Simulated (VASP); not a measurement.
# AgCl6 (Pm-3m) in VASP: single point with PBE

Aim: the single point of AgCl6 with PBE.

All numbers are computed with VASP 6.6.1; they aren't measurements. Logs are shortened: lines on timing, memory, paths and dates and some standing lists are left out, and cuts for length are marked.

### 1 The cell of the first run

The structure is cubic, space group Pm-3m (No. 221). Conventional cell: a = 7.246 Å, b = 7.246 Å, c = 7.246 Å, α = 90.00°, β = 90.00°, γ = 90.00°. Within 2.7 Å of Cl (site symmetry 4mm) lie 1 Cl at 2.06 Å.

The cell was generated, and may not be a known phase.

### 2 Single point, PBE

Contents of INCAR:

```
SYSTEM = AgCl6
PREC = Accurate ; ENCUT = 520
EDIFF = 1E-7 ; ISMEAR = 0
SIGMA = 0.1 ; LREAL = .FALSE.
LASPH = .TRUE. ; NELM = 60
ALGO = Fast ; ISIF = 2
LWAVE = .FALSE. ; LCHARG = .FALSE.
GGA = PE ; NBANDS = 36
```

Contents of KPOINTS:

```
Automatic mesh
0
G
  4 4 4
  0 0 0
```

Contents of POSCAR:

```
AgCl6
1.0
    7.2457480229      0.0000000000      0.0000000000
    0.0000000000      7.2457480229      0.0000000000
    0.0000000000      0.0000000000      7.2457480229
Ag Cl
1 6
Direct
    0.0000000000      0.0000000000      0.0000000000
    0.1418436307      0.5000000000      0.5000000000
    0.5000000000      0.1418436307      0.5000000000
    0.8581563693      0.5000000000      0.5000000000
    0.5000000000      0.8581563693      0.5000000000
    0.5000000000      0.5000000000      0.1418436307
    0.5000000000      0.5000000000      0.8581563693
```

Potentials or basis: VASP PAW PBE potentials, release 64 (Ag, Cl).

The run is started by

```bash
cat potpaw_PBE.64/Ag/POTCAR potpaw_PBE.64/Cl/POTCAR > POTCAR
mpirun -np 1 vasp_std > vasp.out
```

OUTCAR:

```text
SYSTEM = AgCl6
   PREC = Accurate
   ENCUT = 520
   EDIFF = 1E-7
   ISMEAR = 0
   LREAL = .FALSE.
   LASPH = .TRUE.
   NELM = 60
   ISIF = 2
   GGA = PE

 ion  position               nearest neighbor table
   1  0.000  0.000  0.000-
   2  0.142  0.500  0.500-   4 2.06
   3  0.500  0.142  0.500-   5 2.06
   4  0.858  0.500  0.500-   2 2.06
   5  0.500  0.858  0.500-   3 2.06
   6  0.500  0.500  0.142-   7 2.06
   7  0.500  0.500  0.858-   6 2.06

  LATTYP: Found a simple cubic cell.
 ALAT       =     7.2457480229

  Lattice vectors:

 A1 = (   7.2457480229,   0.0000000000,   0.0000000000)
 A2 = (   0.0000000000,   7.2457480229,   0.0000000000)
 A3 = (   0.0000000000,   0.0000000000,   7.2457480229)

Analysis of symmetry for initial positions (statically):
=====================================================================
 Subroutine PRICEL returns:
 Original cell was already a primitive cell.

 Routine SETGRP: Setting up the symmetry group for a
 simple cubic supercell.

 Subroutine GETGRP returns: Found 48 space group operations
 (whereof 48 operations were pure point group operations)
 out of a pool of 48 trial point group operations.

The static configuration has the point symmetry O_h .

Analysis of symmetry for dynamics (positions and initial velocities):
=====================================================================
 Subroutine PRICEL returns:
 Original cell was already a primitive cell.

 Routine SETGRP: Setting up the symmetry group for a
 simple cubic supercell.

 Subroutine GETGRP returns: Found 48 space group operations
 (whereof 48 operations were pure point group operations)
 out of a pool of 48 trial point group operations.

The dynamic configuration has the point symmetry O_h .

 Subroutine INISYM returns: Found 48 space group operations
 (whereof 48 operations are pure point group operations),
 and found     1 'primitive' translations

----------------------------------------------------------------------------------------

                                     Primitive cell

  volume of cell :     380.4080

  direct lattice vectors                    reciprocal lattice vectors
     7.245748023  0.000000000  0.000000000     0.138011976  0.000000000  0.000000000
     0.000000000  7.245748023  0.000000000     0.000000000  0.138011976  0.000000000
     0.000000000  0.000000000  7.245748023     0.000000000  0.000000000  0.138011976

  length of vectors
     7.245748023  7.245748023  7.245748023     0.138011976  0.138011976  0.138011976

  position of ions in fractional coordinates (direct lattice)
     0.000000000  0.000000000  0.000000000
     0.141843631  0.500000000  0.500000000
     0.500000000  0.141843631  0.500000000
     0.858156369  0.500000000  0.500000000
     0.500000000  0.858156369  0.500000000
     0.500000000  0.500000000  0.141843631
     0.500000000  0.500000000  0.858156369

  ion indices of the primitive-cell ions
   primitive index   ion index
                 1           1
                 2           2
                 3           3
                 4           4
                 5           5
                 6           6
                 7           7

----------------------------------------------------------------------------------------

 KPOINTS: Automatic mesh

Automatic generation of k-mesh.
 Grid dimensions read from file:
 generate k-points for:    4    4    4

 Generating k-lattice:

  Cartesian coordinates                     Fractional coordinates (reciprocal lattice)
     0.034502994  0.000000000  0.000000000     0.250000000  0.000000000  0.000000000
     0.000000000  0.034502994  0.000000000     0.000000000  0.250000000  0.000000000
     0.000000000  0.000000000  0.034502994     0.000000000  0.000000000  0.250000000

  Length of vectors
     0.034502994  0.034502994  0.034502994

  Shift w.r.t. Gamma in fractional coordinates (k-lattice)
     0.000000000  0.000000000  0.000000000

 Subroutine IBZKPT returns following result:
 ===========================================

 Found     10 irreducible k-points:

 Following reciprocal coordinates:
            Coordinates               Weight
  0.000000  0.000000  0.000000      1.000000
  0.250000  0.000000  0.000000      6.000000
  0.500000  0.000000  0.000000      3.000000
  0.250000  0.250000  0.000000     12.000000
  0.500000  0.250000  0.000000     12.000000
  0.500000  0.500000  0.000000      3.000000
  0.250000  0.250000  0.250000      8.000000
  0.500000  0.250000  0.250000     12.000000
  0.500000  0.500000  0.250000      6.000000
  0.500000  0.500000  0.500000      1.000000
   k-points           NKPTS =     10   k-points in BZ     NKDIM =     10   number of bands    NBANDS=     36
   number of dos      NEDOS =    301   number of ions     NIONS =      7
   total plane-waves  NPLWV = 157464
   dimension x,y,z NGX =    54 NGY =   54 NGZ =   54
   dimension x,y,z NGXF=   108 NGYF=  108 NGZF=  108
   ions per type =               1   6
   NGX,Y,Z   is equivalent  to a cutoff of  12.39, 12.39, 12.39 a.u.
   NGXF,Y,Z  is equivalent  to a cutoff of  24.78, 24.78, 24.78 a.u.
 SYSTEM =  AgCl6
   PREC   = accura    normal or accurate (medium, high low for compatibility)
   ISTART =      0    job   : 0-new  1-cont  2-samecut
   ICHARG =      2    charge: 1-file 2-atom 10-const
   ISPIN  =      1    spin polarized calculation?
   LNONCOLLINEAR =      F non collinear calculations
   LSORBIT =      F    spin-orbit coupling
   LASPH  =      T    aspherical Exc in radial PAW
   ENCUT  =  520.0 eV  38.22 Ry    6.18 a.u.  13.47 13.47 13.47*2*pi/ulx,y,z
   NELM   =     60;   NELMIN=  2; NELMDL= -5     # of ELM steps
   EDIFF  = 0.1E-06   stopping-criterion for ELM
   LREAL  =      F    real-space projection
   EDIFFG = 0.1E-05   stopping-criterion for IOM
   NSW    =      0    number of steps for IOM
   IBRION =     -1    ionic relax: 0-MD 1-quasi-New 2-CG
   NFREE  =      0    steps in history (QN), initial steepest desc. (CG)
   ISIF   =      2    stress and relaxation
   ISYM   =      2    0-nonsym 1-usesym 2-fastsym
   POTIM  = 0.5000    time-step for ionic-motion
   TEBEG  =    0.0;   TEEND  =   0.0 temperature during run
   PSTRESS=    0.0 pullay stress
   NELECT =      53.0000    total number of electrons
   NUPDOWN=      -1.0000    fix difference up-down
   EMIN   =  10.00;   EMAX   =-10.00  energy-range for DOS
   EFERMI =   0.00;   METHOD = LEGACY
   ISMEAR =     0;   SIGMA  =   0.10  broadening in eV -4-tet -1-fermi 0-gaus
   EFERMI_NEDOS =   21; number of points for ismear=-14 and -15
   IALGO  =     68    algorithm
   IMIX   =      4    mixing-type and parameters
     AMIX     =   0.40;   BMIX     =  1.00
     AMIX_MAG =   1.60;   BMIX_MAG =  1.00
  volume/ion in A,a.u.               =      54.34       366.73
  Fermi-wavevector in a.u.,A,eV,Ry     =   0.848692  1.603796  9.799984  0.720279
  Thomas-Fermi vector in A             =   1.964396
   LORBIT       =      0    0 simple, 1 ext, 2 COOP (PROOUT), +10 PAW based schemes
   GGA     = PE    functional components
   LHFCALC =     F    Hartree Fock is set to
   AEXX    =    0.0000 exact exchange contribution
   IVDW    =     0    specifies the selected vdW correction
   LEPSILON=     F    determine dielectric tensor
   LRPA    =     F    only Hartree local field effects (RPA)
 non-spin polarized calculation
 RMM-DIIS sequential band-by-band and
 Gauss-broadening in eV      SIGMA  =   0.10
  energy-cutoff  :      520.00
  volume of cell :      380.41
 maximum number of plane-waves:     10280
 NGX is ok and might be reduce to    54
   NGX = 27   NGY = 27   NGZ = 27

 number of electron      52.9999986 magnetization

 Free energy of the ion-electron system (eV)
  ---------------------------------------------------
  ext. energy  EPLUGINS =         0.00000000
  ---------------------------------------------------
  free energy    TOTEN  =       -11.04402254 eV

  energy without entropy =      -10.98666121  energy(sigma->0) =      -11.01534188

 E-fermi :  -1.5742     XC(G=0):  -5.3916

 val. band max:       -1.5939885693   @ k =   0.2500   0.0000   0.0000
 cond. band min:      -1.5613533549   @ k =   0.2500   0.2500   0.0000
 fundamental gap:      0.0326352144
 Fermi energy:        -1.5741778396

 k-point     1 :       0.0000    0.0000    0.0000
  band No.  band energies     occupation
      1     -19.2684      2.00000
      2     -19.1624      2.00000
      3     -19.1624      2.00000
      4     -15.5271      2.00000
      5     -15.5271      2.00000
      6     -15.5271      2.00000
[... 28 lines left out ...]
     35       4.0629      0.00000
     36       4.0629      0.00000

 k-point     2 :       0.2500    0.0000    0.0000
  band No.  band energies     occupation
      1     -19.2553      2.00000
      2     -19.1759      2.00000
      3     -19.1624      2.00000
      4     -15.5285      2.00000
      5     -15.5271      2.00000
      6     -15.5271      2.00000
[... 28 lines left out ...]
     35       4.3254      0.00000
     36       4.8402      0.00000

 k-point     3 :       0.5000    0.0000    0.0000
  band No.  band energies     occupation
      1     -19.2345      2.00000
      2     -19.1971      2.00000
      3     -19.1624      2.00000
      4     -15.5298      2.00000
      5     -15.5270      2.00000
      6     -15.5270      2.00000
[... 28 lines left out ...]
     35       4.8218      0.00000
     36       5.7161      0.00000
[... 196 lines left out ...]
 k-point     9 :       0.5000    0.5000    0.2500
  band No.  band energies     occupation
      1     -19.1981      2.00000
      2     -19.1971      2.00000
      3     -19.1971      2.00000
      4     -15.7089      2.00000
      5     -15.4586      2.00000
      6     -15.4159      2.00000
[... 28 lines left out ...]
     35       5.0009      0.00000
     36       5.0025      0.00000

 k-point    10 :       0.5000    0.5000    0.5000
  band No.  band energies     occupation
      1     -19.1970      2.00000
      2     -19.1970      2.00000
      3     -19.1970      2.00000
      4     -15.7509      2.00000
      5     -15.4159      2.00000
      6     -15.4159      2.00000
[... 28 lines left out ...]
     35       4.5065      0.00000
     36       4.5065      0.00000

------------------------ aborting loop because EDIFF is reached ----------------------------------------

  FORCE on cell =-STRESS in cart. coord.  units (eV):
  Direction    XX          YY          ZZ          XY          YZ          ZX
  --------------------------------------------------------------------------------------
  -------------------------------------------------------------------------------------
  Total       -0.3172011     -0.3172011     -0.3172011      0.0000000     -0.0000000      0.0000000
  in kB       -1.3359664     -1.3359664     -1.3359664      0.0000000     -0.0000000      0.0000000
  external PRESSURE =      -1.3359664 kB  Pullay stress =       0.0000000 kB

 VOLUME and BASIS-vectors are now :
 -----------------------------------------------------------------------------
  energy-cutoff  :      520.00
  volume of cell :      380.41
      direct lattice vectors                 reciprocal lattice vectors
     7.245748023  0.000000000  0.000000000     0.138011976  0.000000000  0.000000000
     0.000000000  7.245748023  0.000000000     0.000000000  0.138011976  0.000000000
     0.000000000  0.000000000  7.245748023     0.000000000  0.000000000  0.138011976

 POSITION                                       TOTAL-FORCE (eV/Angst)
 -----------------------------------------------------------------------------------
      0.00000      0.00000      0.00000         0.000000      0.000000      0.000000
      1.02776      3.62287      3.62287        -0.156013      0.000000      0.000000
      3.62287      1.02776      3.62287         0.000000     -0.156013      0.000000
      6.21798      3.62287      3.62287         0.156013      0.000000     -0.000000
      3.62287      6.21798      3.62287         0.000000      0.156013     -0.000000
      3.62287      3.62287      1.02776         0.000000      0.000000     -0.156013
      3.62287      3.62287      6.21798         0.000000      0.000000      0.156013
 -----------------------------------------------------------------------------------
    total drift:                                0.000000      0.000000      0.000000

  FREE ENERGIE OF THE ION-ELECTRON SYSTEM (eV)
  ---------------------------------------------------
  free  energy   TOTEN  =       -11.0440225369 eV

  energy  without entropy=      -10.9866612132  energy(sigma->0) =      -11.01534188
```

Run time: 4.4 min. Hardware: 1 thread of Oxide Virtual Turin-like, shared host; peak memory 0.39 GiB.

What came out:

| Property | Result |
| --- | --- |
| Free energy | -11.0440 eV |
| Pressure | -0.1 GPa |
| Largest force | 0.156 eV/Å |
| Band gap on the k mesh | zero (an odd number of electrons rules out a gap without spin polarisation) |

Forces in eV/Å, atoms in the order of the input:
```
Ag   0.000  0.000  0.000
Cl  -0.156  0.000  0.000
Cl   0.000 -0.156  0.000
Cl   0.156  0.000  0.000
Cl   0.000  0.156  0.000
Cl   0.000  0.000 -0.156
Cl   0.000  0.000  0.156
```

Levels at points of the mesh, in eV from the Fermi level:
| k point | band 23 | band 24 | band 25 | band 26 | band 27 | band 28 | band 29 | band 30 |
| --- | --- | --- | --- | --- | --- | --- | --- | --- |
| (0.00, 0.00, 0.00) | -2.38 | -1.50 | -1.50 | -1.50 | -0.06 | 0.83 | 0.83 | 0.83 |
| (0.50, 0.00, 0.00) | -1.98 | -1.91 | -1.91 | -1.50 | 0.03 | 0.73 | 0.87 | 0.87 |
| (0.50, 0.50, 0.00) | -1.93 | -1.91 | -1.91 | -1.83 | 0.07 | 0.14 | 0.92 | 1.39 |
| (0.50, 0.50, 0.50) | -2.04 | -1.83 | -1.83 | -1.83 | -0.43 | 0.06 | 1.39 | 1.39 |

Caveat: an odd number of electrons without spin polarisation forces a metal; a magnetic or distorted state may lie lower.

The gap in the log of VASP goes by the Fermi energy; the results here count the filled bands.